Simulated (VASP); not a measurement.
# Bi (Im-3m) in VASP: further runs, part 2 of 2

VASP 6.6.1.

## Step 5: Single point, PBEsol, non-collinear spin, zero start, spin-orbit coupling

Contents of INCAR:

```
SYSTEM = Bi
ALGO = Fast
EDIFF = 1E-7
ENCUT = 520
GGA = PS
GGA_COMPAT = .False.
ISIF = 2
ISMEAR = -1
LASPH = .True.
LCHARG = .False.
LNONCOLLINEAR = .True.
LORBIT = 11
LORBMOM = .True.
LREAL = .False.
LSORBIT = .True.
LWAVE = .False.
MAGMOM = 0 0 0
NBANDS = 26
NELM = 150
PREC = Accurate
SIGMA = 0.05
```

Contents of KPOINTS:

```
k-points
0
Gamma
  7 7 7
  0 0 0
```

Contents of POSCAR:

```
Bi
1.0
   -1.9814305318      1.9814305318      1.9814305318
    1.9814305318     -1.9814305318      1.9814305318
    1.9814305318      1.9814305318     -1.9814305318
Bi
1
Direct
    0.0000000000      0.0000000000      0.0000000000
```

Potentials or basis: VASP PAW PBE potentials, release 64 (Bi_d).

Started as:

```console
$ cat potpaw_PBE.64/Bi_d/POTCAR > POTCAR
$ mpirun -np 1 vasp_ncl > vasp.out
```

OUTCAR:

```text
SYSTEM = Bi
   EDIFF = 1E-7
   ENCUT = 520
   GGA = PS
   ISIF = 2
   ISMEAR = -1
   LASPH = .True.
   LNONCOLLINEAR = .True.
   LORBIT = 11
   LREAL = .False.
   LSORBIT = .True.
   NELM = 150
   PREC = Accurate

 ion  position               nearest neighbor table
   1  0.000  0.000  0.000-

  LATTYP: Found a body centered cubic cell.
 ALAT       =     3.9628610636

  Lattice vectors:

 A1 = (  -1.9814305318,   1.9814305318,   1.9814305318)
 A2 = (   1.9814305318,  -1.9814305318,   1.9814305318)
 A3 = (   1.9814305318,   1.9814305318,  -1.9814305318)

Analysis of symmetry for initial positions (statically):
=====================================================================
 Subroutine PRICEL returns:
 Original cell was already a primitive cell.

 Routine SETGRP: Setting up the symmetry group for a
 body centered cubic supercell.

 Subroutine GETGRP returns: Found 48 space group operations
[... 9 lines left out ...]

 Routine SETGRP: Setting up the symmetry group for a
 body centered cubic supercell.

 Subroutine GETGRP returns: Found 48 space group operations
 (whereof 48 operations were pure point group operations)
 out of a pool of 48 trial point group operations.

The dynamic configuration has the point symmetry O_h .

Analysis of structural, dynamic, and magnetic symmetry:
=====================================================================
 Subroutine PRICEL returns:
 Original cell was already a primitive cell.

 Routine SETGRP: Setting up the symmetry group for a
 body centered cubic supercell.

 Subroutine GETGRP returns: Found 48 space group operations
 (whereof 48 operations were pure point group operations)
 out of a pool of 48 trial point group operations.
[... 738 lines left out ...]
  -------------------------------------------------------------------------------------
  Total       -0.0914612     -0.0914612     -0.0914612     -0.0000000      0.0000000     -0.0000000
  in kB       -4.7092434     -4.7092434     -4.7092434     -0.0000000      0.0000000     -0.0000000
  external PRESSURE =      -4.7092434 kB  Pullay stress =       0.0000000 kB

 VOLUME and BASIS-vectors are now :
 -----------------------------------------------------------------------------
  energy-cutoff  :      520.00
  volume of cell :       31.12
      direct lattice vectors                 reciprocal lattice vectors
    -1.981430532  1.981430532  1.981430532     0.000000000  0.252342937  0.252342937
     1.981430532 -1.981430532  1.981430532     0.252342937  0.000000000  0.252342937
     1.981430532  1.981430532 -1.981430532     0.252342937  0.252342937  0.000000000

 POSITION                                       TOTAL-FORCE (eV/Angst)
 -----------------------------------------------------------------------------------
      0.00000      0.00000      0.00000         0.000000     -0.000000      0.000000
 -----------------------------------------------------------------------------------
    total drift:                               -0.000000     -0.000000     -0.000000

  FREE ENERGIE OF THE ION-ELECTRON SYSTEM (eV)
  ---------------------------------------------------
  free  energy   TOTEN  =        -5.0206808607 eV

  energy  without entropy=       -5.0157142967  energy(sigma->0) =       -5.01819758

 orbital moment (x)

 # of ion     p       d       tot
 ----------------------------------------
  1        -0.000   0.000   0.000
 ----------------------------------------
           -0.000   0.000   0.000

 orbital moment (y)

 # of ion     p       d       tot
 ----------------------------------------
  1        -0.000  -0.000  -0.000
 ----------------------------------------
           -0.000  -0.000  -0.000

 orbital moment (z)

 # of ion     p       d       tot
 ----------------------------------------
  1         0.000  -0.000   0.000
 ----------------------------------------
            0.000  -0.000   0.000

 Spin-Orbit-Coupling matrix elements

 Ion:    1  E_soc:     -1.7471850
 l=   1
     0.0000000    -0.2248193    -0.2248193
    -0.2248193     0.0000000    -0.2248193
    -0.2248193    -0.2248193     0.0000000
 l=   2
     0.0000000    -0.0133218     0.0000000    -0.0133218    -0.0530563
    -0.0133218     0.0000000    -0.0397923    -0.0133218    -0.0132641
     0.0000000    -0.0397923     0.0000000    -0.0397923     0.0000000
    -0.0133218    -0.0133218    -0.0397923     0.0000000    -0.0132641
    -0.0530563    -0.0132641     0.0000000    -0.0132641     0.0000000
 l=   3
     0.0000000     0.0000000     0.0000000     0.0000000     0.0000000     0.0000000     0.0000000
     0.0000000     0.0000000     0.0000000     0.0000000     0.0000000     0.0000000     0.0000000
     0.0000000     0.0000000     0.0000000     0.0000000     0.0000000     0.0000000     0.0000000
     0.0000000     0.0000000     0.0000000     0.0000000     0.0000000     0.0000000     0.0000000
     0.0000000     0.0000000     0.0000000     0.0000000     0.0000000     0.0000000     0.0000000
     0.0000000     0.0000000     0.0000000     0.0000000     0.0000000     0.0000000     0.0000000
     0.0000000     0.0000000     0.0000000     0.0000000     0.0000000     0.0000000     0.0000000

 total charge

# of ion       s       p       d       tot
------------------------------------------
    1        1.541   1.276   9.920  12.737

 magnetization (x)

# of ion       s       p       d       tot
------------------------------------------
    1        0.000   0.000   0.000   0.000

 magnetization (y)

# of ion       s       p       d       tot
------------------------------------------
    1       -0.000  -0.000   0.000  -0.000

 magnetization (z)

# of ion       s       p       d       tot
------------------------------------------
    1        0.000  -0.000  -0.000  -0.000
```

Run time: 1.9 min. Hardware: 1 thread of Intel Xeon 8259CL, shared host; peak memory 0.24 GiB.

What came out:

```
Free energy                                           : -5.0207 eV
Pressure                                              : -0.5 GPa
Net moment                                            : 0.00 μB per cell
Valence electrons inside the program's atomic spheres : Bi 12.74
```

Moments on the atoms (μB; x, y, z):
```
Bi  0.00 0.00 0.00
```

Caveat: the PAW data sets were made with another functional, which shifts forces and pressure a little.

## Step 6: Single point, r2SCAN0, collinear spin, ferromagnetic start

POSCAR is that of step 5.

Contents of INCAR.step1:

```
SYSTEM = Bi
PREC = Accurate ; ENCUT = 520
EDIFF = 1E-5 ; ISMEAR = 1
SIGMA = 0.2 ; LREAL = .FALSE.
LASPH = .TRUE. ; NELM = 150
ALGO = Normal ; ISIF = 2
LWAVE = .TRUE. ; LCHARG = .FALSE.
ISPIN = 2 ; MAGMOM = 0.5
LORBIT = 11 ; NBANDS = 18
GGA = PE
```

Contents of INCAR.step2:

```
SYSTEM = Bi
PREC = Accurate ; ENCUT = 520
EDIFF = 1E-6 ; ISMEAR = 1
SIGMA = 0.2 ; LREAL = .FALSE.
LASPH = .TRUE. ; NELM = 150
ALGO = Normal ; ISIF = 2
LWAVE = .FALSE. ; LCHARG = .FALSE.
ISPIN = 2 ; MAGMOM = 0.5
LORBIT = 11 ; METAGGA = R2SCAN
LHFCALC = .TRUE. ; AEXX = 0.25
LMIXTAU = .TRUE. ; PRECFOCK = Normal
NBANDS = 18 ; ISTART = 1
```

Contents of KPOINTS:

```
regular mesh
0
G
  5 5 5
  0 0 0
```

Potentials or basis: VASP PAW PBE potentials, release 64 (Bi_d).

Started as:

```console
$ cat potpaw_PBE.64/Bi_d/POTCAR > POTCAR
$ cp INCAR.step1 INCAR
$ mpirun -np 1 vasp_std > vasp.out
$ cp INCAR.step2 INCAR
$ mpirun -np 1 vasp_std > vasp.out
```

Wall time 20 min (1 thread of AMD EPYC 7R43 (Zen 3), shared host); peak memory 0.15 GiB.

The run converged. Its results:

```
Free energy                                           : -46.1001 eV
Pressure                                              : -1.3 GPa
Net moment                                            : 0.25 μB per cell
Site moments                                          : Bi +0.14 μB
Valence electrons inside the program's atomic spheres : Bi 12.75
```

Levels at points of the mesh, in eV from the Fermi level:
Spin up:
```
           k point  band 5  band 6  band 7  band 8  band 9  band 10
(0.00, 0.00, 0.00)  -26.29  -16.33    5.82    5.82    5.82    10.70
```
Spin down:
| k point | band 4 | band 5 | band 6 | band 7 | band 8 | band 9 | band 10 | band 11 |
| --- | --- | --- | --- | --- | --- | --- | --- | --- |
| (0.00, 0.00, 0.00) | -26.27 | -26.27 | -16.03 | 6.12 | 6.12 | 6.12 | 10.59 | 11.96 |

Caveat: the k points lie up to 0.45 Å⁻¹ apart; the PAW data sets were made with another functional, which shifts forces and pressure a little; spin-orbit coupling is left out, which moves the levels of the heavy elements.

## Step 7: Overview

```tsv
task	level	potentials or basis	spin	cell	k mesh	cutoff (eV)	smearing	grid for exact exchange (PRECFOCK)	gap on the mesh (eV)	pressure (GPa)	moment (μB)	relaxed volume (Å³/atom)
relaxation of cell and atoms	revPBE	VASP PAW PBE potentials, release 64 (Bi_d)	off	relaxed	9 × 9 × 9	600	fermi-dirac 0.05 eV	-	none	0.0	-	32.21
relaxation of cell and atoms	LDA	VASP PAW LDA potentials, release 64 (Bi_d)	off	relaxed	9 × 9 × 9	600	fermi-dirac 0.05 eV	-	none	0.0	-	29.42
relaxation of cell and atoms	PBEsol+D4	VASP PAW PBE potentials, release 64 (Bi_d)	off	relaxed	9 × 9 × 9	600	fermi-dirac 0.05 eV	-	none	0.0	-	29.18
single point	PBEsol	VASP PAW PBE potentials, release 64 (Bi_d)	non-collinear, zero start, SOC	as given	7 × 7 × 7	520	fermi-dirac 0.05 eV	-	-	-0.5	0.00	-
single point	r2SCAN0	VASP PAW PBE potentials, release 64 (Bi_d)	collinear, ferromagnetic start	as given	5 × 5 × 5	520	methfessel-paxton 0.2 eV	Normal	none	-1.3	0.25	-
```

Caveats: some runs use coarse meshes; the PAW data sets were made with another functional, which shifts forces and pressure a little (some runs); spin-orbit coupling is left out, which moves the levels of the heavy elements (some runs); pairwise dispersion overbinds metals, which lowers pressure and volume (some runs).

Absolute energies hang on the potentials; compare differences alone.
